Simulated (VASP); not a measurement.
Input of a VASP 6.6.1 run:

Contents of INCAR:

```
PREC     = Accurate       # precision mode
ENCUT    = 520            # plane-wave cutoff, eV
EDIFF    = 1E-6           # SCF threshold, eV
ISMEAR   = -1             # smearing method
SIGMA    = 0.1            # smearing width, eV
LREAL    = False          # projectors in reciprocal space
LASPH    = True           # aspherical terms in the spheres
NELM     = 60             # most SCF steps
ALGO     = Normal         # electronic algorithm
ISIF     = 2              # what is computed and relaxed
LWAVE    = False          # write WAVECAR
LCHARG   = False          # write CHGCAR
GGA      = PS             # functional
NBANDS   = 12             # bands
```

Contents of KPOINTS:

```
Automatic mesh
0
Gamma
  15 15 15
```

Contents of POSCAR:

```
Cr
1.0
    2.2437341578      0.0000000000      0.0000000000
    0.0000000000      2.2437341578      0.0000000000
    0.0000000000      0.0000000000      2.2437341578
Cr
1
Direct
    0.0000000000      0.0000000000      0.0000000000
```

Potentials or basis: VASP PAW PBE potentials, release 64 (Cr_pv).

The run is started by

```console
$ cat potpaw_PBE.64/Cr_pv/POTCAR > POTCAR
$ mpirun -np 1 vasp_std > vasp.out
```

(1) Predict the pressure.

(2) What does it give for the band gap on the k mesh?

Answers

(1) 21.2 GPa.

(2) zero (band 6 reaches 12.38 eV, above the bottom of band 7 at 10.39 eV).

Caveat: the PAW data sets were made with another functional, which shifts forces and pressure a little; the run has no spin polarisation, though such a crystal can be magnetic.
